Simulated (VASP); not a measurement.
# GaN (P6_3mc) in VASP: further runs, part 3 of 3

VASP 6.6.1.

### 4 Single point, PBE

File INCAR:

```
ALGO     = Normal         # electronic algorithm
EDIFF    = 1E-7           # SCF threshold, eV
ENCUT    = 520            # plane-wave cutoff, eV
GGA      = PE             # functional
ISIF     = 2              # what is computed and relaxed
ISMEAR   = -1             # smearing method
LASPH    = True           # aspherical terms in the spheres
LCHARG   = False          # write CHGCAR
LREAL    = Auto         
LWAVE    = False          # write WAVECAR
NBANDS   = 86             # bands
NELM     = 60             # most SCF steps
PREC     = Accurate       # precision mode
SIGMA    = 0.01           # smearing width, eV
```

File KPOINTS:

```
k-points
0
Gamma
  2 2 3
```

File POSCAR:

```
GaN
1.0
    6.4372426900      0.0000000000      0.0000000000
   -3.2186213450      5.5748157000      0.0000000000
    0.0000000000      0.0000000000      5.2435339933
Ga N
8 8
Direct
    0.3333333333      0.1666666667      0.4991368700
    0.1666666667      0.3333333333      0.9991368700
    0.3333333333      0.6666666667      0.4991368700
    0.1666666667      0.8333333333      0.9991368700
    0.8333333333      0.1666666667      0.4991368700
    0.6666666667      0.3333333333      0.9991368700
    0.8333333333      0.6666666667      0.4991368700
    0.6666666667      0.8333333333      0.9991368700
    0.3333333333      0.1666666667      0.8758631300
    0.1666666667      0.3333333333      0.3758631300
    0.3333333333      0.6666666667      0.8758631300
    0.1666666667      0.8333333333      0.3758631300
    0.8333333333      0.1666666667      0.8758631300
    0.6666666667      0.3333333333      0.3758631300
    0.8333333333      0.6666666667      0.8758631300
    0.6666666667      0.8333333333      0.3758631300
```

Potentials or basis: VASP PAW PBE potentials, release 64 (Ga_d, N).

Started as:

```console
$ cat potpaw_PBE.64/Ga_d/POTCAR potpaw_PBE.64/N/POTCAR > POTCAR
$ mpirun -np 1 vasp_std > vasp.out
```

OUTCAR:

```text
EDIFF = 1E-7
   ENCUT = 520
   GGA = PE
   ISIF = 2
   ISMEAR = -1
   LASPH = True
   LREAL = Auto
   NELM = 60
   PREC = Accurate

 ion  position               nearest neighbor table
   1  0.333  0.167  0.499-  10 1.97  14 1.97  12 1.97   9 1.98
   2  0.167  0.333  0.999-   9 1.97  13 1.97  11 1.97  10 1.98
   3  0.333  0.667  0.499-  12 1.97  16 1.97  10 1.97  11 1.98
   4  0.167  0.833  0.999-  11 1.97  15 1.97   9 1.97  12 1.98
   5  0.833  0.167  0.499-  14 1.97  10 1.97  16 1.97  13 1.98
   6  0.667  0.333  0.999-  13 1.97   9 1.97  15 1.97  14 1.98
[... 8 lines left out ...]
  15  0.833  0.667  0.876-   8 1.97   4 1.97   6 1.97   7 1.98
  16  0.667  0.833  0.376-   7 1.97   3 1.97   5 1.97   8 1.98
[... 7 lines left out ...]
 A1 = (   6.4372426900,   0.0000000000,   0.0000000000)
 A2 = (  -3.2186213450,   5.5748157000,   0.0000000000)
 A3 = (   0.0000000000,   0.0000000000,   5.2435339933)

Analysis of symmetry for initial positions (statically):
=====================================================================
 Subroutine PRICEL returns following result:

  LATTYP: Found a hexagonal cell.
 ALAT       =     3.2186213450
 C/A-ratio  =     1.6291242216

  Lattice vectors:

 A1 = (   3.2186213450,   0.0000000000,   0.0000000000)
 A2 = (  -1.6093106725,   2.7874078500,   0.0000000000)
 A3 = (   0.0000000000,   0.0000000000,   5.2435339933)

   4 primitive cells build up your supercell.

 Routine SETGRP: Setting up the symmetry group for a
 hexagonal supercell.

 Subroutine GETGRP returns: Found 12 space group operations
 (whereof  6 operations were pure point group operations)
 out of a pool of 24 trial point group operations.

The static configuration has the point symmetry C_3v.
 The point group associated with its full space group is C_6v.

Analysis of symmetry for dynamics (positions and initial velocities):
=====================================================================
 Subroutine PRICEL returns following result:

  LATTYP: Found a hexagonal cell.
[... 126 lines left out ...]
   LORBIT       =      0    0 simple, 1 ext, 2 COOP (PROOUT), +10 PAW based schemes
   GGA     = PE    functional components
   LHFCALC =     F    Hartree Fock is set to
   AEXX    =    0.0000 exact exchange contribution
   IVDW    =     0    specifies the selected vdW correction
   LEPSILON=     F    determine dielectric tensor
   LRPA    =     F    only Hartree local field effects (RPA)
 non-spin polarized calculation
  energy-cutoff  :      520.00
  volume of cell :      188.17
 maximum number of plane-waves:      5084
 NGX is ok and might be reduce to    48
   NGX = 23   NGY = 23   NGZ = 19

 number of electron     143.9999826 magnetization

 Free energy of the ion-electron system (eV)
  ---------------------------------------------------
  ext. energy  EPLUGINS =         0.00000000
  ---------------------------------------------------
  free energy    TOTEN  =       -97.04909764 eV

  energy without entropy =      -97.04909764  energy(sigma->0) =      -97.04909764

 E-fermi :   5.3250     XC(G=0): -11.5076

 val. band max:        5.0343063044   @ k =   0.0000   0.0000   0.0000
 cond. band min:       6.7370319166   @ k =   0.0000   0.0000   0.0000
 fundamental gap:      1.7027256121
 Fermi energy:         5.3250184679

 k-point     1 :       0.0000    0.0000    0.0000
  band No.  band energies     occupation
      1     -10.7077      2.00000
      2      -9.8968      2.00000
      3      -9.8968      2.00000
      4      -9.8968      2.00000
      5      -9.8905      2.00000
      6      -9.7470      2.00000
[... 337 lines left out ...]
     83      12.7656      0.00000
     84      12.7782      0.00000
 [bands above 84 left out]

------------------------ aborting loop because EDIFF is reached ----------------------------------------

  FORCE on cell =-STRESS in cart. coord.  units (eV):
  Direction    XX          YY          ZZ          XY          YZ          ZX
  --------------------------------------------------------------------------------------
  -------------------------------------------------------------------------------------
  Total        0.1713141      0.1713141     -0.3942861      0.0000000      0.0000000      0.0000000
  in kB        1.4586435      1.4586435     -3.3571254      0.0000000      0.0000000      0.0000000
  external PRESSURE =      -0.1466128 kB  Pullay stress =       0.0000000 kB

 VOLUME and BASIS-vectors are now :
 -----------------------------------------------------------------------------
  energy-cutoff  :      520.00
  volume of cell :      188.17
      direct lattice vectors                 reciprocal lattice vectors
     6.437242690  0.000000000  0.000000000     0.155346015  0.089689064  0.000000000
    -3.218621345  5.574815700  0.000000000     0.000000000  0.179378127  0.000000000
     0.000000000  0.000000000  5.243533993     0.000000000  0.000000000  0.190711074

 POSITION                                       TOTAL-FORCE (eV/Angst)
 -----------------------------------------------------------------------------------
      1.60931      0.92914      2.61724        -0.000000      0.000000      0.002716
      0.00000      1.85827      5.23901        -0.000000     -0.000000      0.002716
     -0.00000      3.71654      2.61724        -0.000000     -0.000000      0.002716
     -1.60931      4.64568      5.23901         0.000000      0.000000      0.002716
      4.82793      0.92914      2.61724        -0.000000      0.000000      0.002716
      3.21862      1.85827      5.23901         0.000000      0.000000      0.002716
[... 8 lines left out ...]
      3.21862      3.71654      4.59262         0.000000     -0.000000     -0.002716
      1.60931      4.64568      1.97085        -0.000000      0.000000     -0.002716
 -----------------------------------------------------------------------------------
    total drift:                               -0.000002     -0.000004      0.007267

  FREE ENERGIE OF THE ION-ELECTRON SYSTEM (eV)
  ---------------------------------------------------
  free  energy   TOTEN  =       -97.0490976358 eV

  energy  without entropy=      -97.0490976358  energy(sigma->0) =      -97.04909764
```

OSZICAR:

```text
N       E                     dE             d eps       ncg     rms          rms(c)
DAV:   1     0.208539958766E+04    0.20854E+04   -0.59414E+04   754   0.310E+03
DAV:   2     0.435267576764E+03   -0.16501E+04   -0.15608E+04   688   0.892E+02
DAV:   3    -0.554274327412E+02   -0.49070E+03   -0.46487E+03   864   0.288E+02
DAV:   4    -0.108509069683E+03   -0.53082E+02   -0.51857E+02   778   0.998E+01
DAV:   5    -0.112850374601E+03   -0.43413E+01   -0.43128E+01   976   0.297E+01    0.215E+01
DAV:   6    -0.962708816027E+02    0.16579E+02   -0.60018E+01  1200   0.578E+01    0.593E+00
DAV:   7    -0.971357872704E+02   -0.86491E+00   -0.11023E+01   792   0.125E+01    0.540E+00
DAV:   8    -0.971160648634E+02    0.19722E-01   -0.12441E+00  1016   0.991E+00    0.161E+00
DAV:   9    -0.970435968851E+02    0.72468E-01   -0.43106E-01  1016   0.592E+00    0.536E-01
DAV:  10    -0.970482785372E+02   -0.46817E-02   -0.46663E-02   874   0.105E+00    0.233E-01
DAV:  11    -0.970490916611E+02   -0.81312E-03   -0.36172E-03   912   0.521E-01    0.106E-01
DAV:  12    -0.970490893153E+02    0.23458E-05   -0.69390E-04   860   0.161E-01    0.255E-02
DAV:  13    -0.970490994953E+02   -0.10180E-04   -0.74571E-05  1072   0.403E-02    0.186E-02
DAV:  14    -0.970490960077E+02    0.34876E-05   -0.16566E-05  1024   0.396E-02    0.428E-03
DAV:  15    -0.970490976107E+02   -0.16029E-05   -0.67034E-06   768   0.103E-02    0.255E-03
DAV:  16    -0.970490978000E+02   -0.18931E-06   -0.20272E-07   512   0.481E-03    0.108E-03
DAV:  17    -0.970490976261E+02    0.17385E-06   -0.12652E-07   432   0.446E-03    0.751E-04
DAV:  18    -0.970490976358E+02   -0.96807E-08   -0.94990E-08   440   0.132E-03
   1 F= -.97049098E+02 E0= -.97049098E+02  d E =-.240125E-13
```

It took 2 min on 1 thread of Intel Xeon Platinum 8375C at 2.90GHz (Ice Lake), shared host; peak memory 0.3 GiB.

What came out:

| Property | Result |
| --- | --- |
| Free energy | -97.0491 eV |
| Pressure | 0.0 GPa |
| Band gap on the k mesh | 1.70 eV |

Forces in eV/Å, atoms in the order of the input:
```
Ga   0.000  0.000  0.003
Ga   0.000  0.000  0.003
Ga   0.000  0.000  0.003
Ga   0.000  0.000  0.003
Ga   0.000  0.000  0.003
Ga   0.000  0.000  0.003
Ga   0.000  0.000  0.003
Ga   0.000  0.000  0.003
N    0.000  0.000 -0.003
N    0.000  0.000 -0.003
N    0.000  0.000 -0.003
N    0.000  0.000 -0.003
N    0.000  0.000 -0.003
N    0.000  0.000 -0.003
N    0.000  0.000 -0.003
N    0.000  0.000 -0.003
```

Caveat: the k points lie up to 0.56 Å⁻¹ apart.
